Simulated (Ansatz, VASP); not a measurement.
# Ag: VASP beside Ansatz

Contents of POSCAR:

```
Ag
1.0
    2.9401015088      0.0000000000      0.0000000000
   -1.4700507544      2.5462025963      0.0000000000
    0.0000000000      0.0000000000      4.7629644442
Ag
2
Direct
    0.2333333333      0.6166666667      0.1750000000
    0.7666666667      0.3833333333      0.8250000000
```

The input INCAR.step1:

```
PREC = Accurate
ENCUT = 520
ISMEAR = -1
SIGMA = 0.05
LREAL = F
LASPH = T
NELM = 80
NBANDS = 18
GGA = PE
ALGO = Normal
EDIFF = 1E-4
LWAVE = T
LCHARG = F
```

INCAR.step2

```
PREC = Accurate
ENCUT = 520
EDIFF = 1E-8
ISMEAR = -1
SIGMA = 0.05
LREAL = F
LASPH = T
NELM = 80
ALGO = Normal
ISIF = 2
LWAVE = F
LCHARG = F
METAGGA = R2SCAN
LMIXTAU = T
LEFG = T
NBANDS = 18
ISTART = 1
```

The input KPOINTS:

```
regular mesh
0
Gamma
  12 12 6
```

Input for Ansatz:

```yaml
crystal:
  lattice:
    - [2.9401015088, 0.0, 0.0]
    - [-1.4700507544, 2.5462025963, 0.0]
    - [0.0, 0.0, 4.7629644442]
  atoms:
    - { symbol: Ag, position: [0.2333333333, 0.6166666667, 0.175] }
    - { symbol: Ag, position: [0.7666666667, 0.3833333333, 0.825] }
kpoints:
  mp_grid: { grid: [12, 12, 6] }
scf:
  occupations: { method: fermi_dirac, width: 0.05 }
hamiltonian:
  xc: r2scan
  pseudopotentials: { kind: paw }
output:
  forces: true
  stress: true
  eigenvalues: true
  efg: { contact_densities: true }
  populations: true
```

Change from the starting cell: shortest bond scaled by 0.7, PAW files.

Alike in both runs: task electric field gradients; functional r2SCAN; k mesh 12 × 12 × 6; occupations fermi-dirac, width 0.05 eV; no spin polarisation.

|  | VASP | Ansatz |
| --- | --- | --- |
| version | VASP 6.6.1 | Ansatz 0.2.0 |
| potentials or method | VASP PAW PBE potentials, release 64 (Ag) | PAW with Ansatz's default frozen-core files, scalar-relativistic |
| plane-wave cutoff (eV) | 520 | 500 |
| valence electrons in the cell | 22 | 38 |

Ansatz gave:

```
pressure (GPa)                                                : 47.4
traceless stress, the component that is largest in VASP (GPa) : 43.08
rms of the force components (eV/Å)                            : 8.258
size of Vzz on the site where it differs most (V/Å²)          : 32.8
```

Problem. Which values does VASP return?

Solution. Pressure (GPa): 46.2; traceless stress, the component that is largest in VASP (GPa): 40.96; rms of the force components (eV/Å): 7.971; size of Vzz on the site where it differs most (V/Å²): 59.5.

VASP's potentials were made for PBE, not for r2SCAN. Atom by atom the forces differ by 0.294 eV/Å (rms over components). Both programs put the cell under a high pressure, so it lies far from rest at this level. One of these differences is far larger than is usual between the two programs; its cause wasn't traced. With one functional, cell and mesh, what is left measures potentials, basis and numerics. VASP's potentials hold 22 valence electrons a cell and Ansatz's 38, so a difference there can come from the potentials and not from the codes.
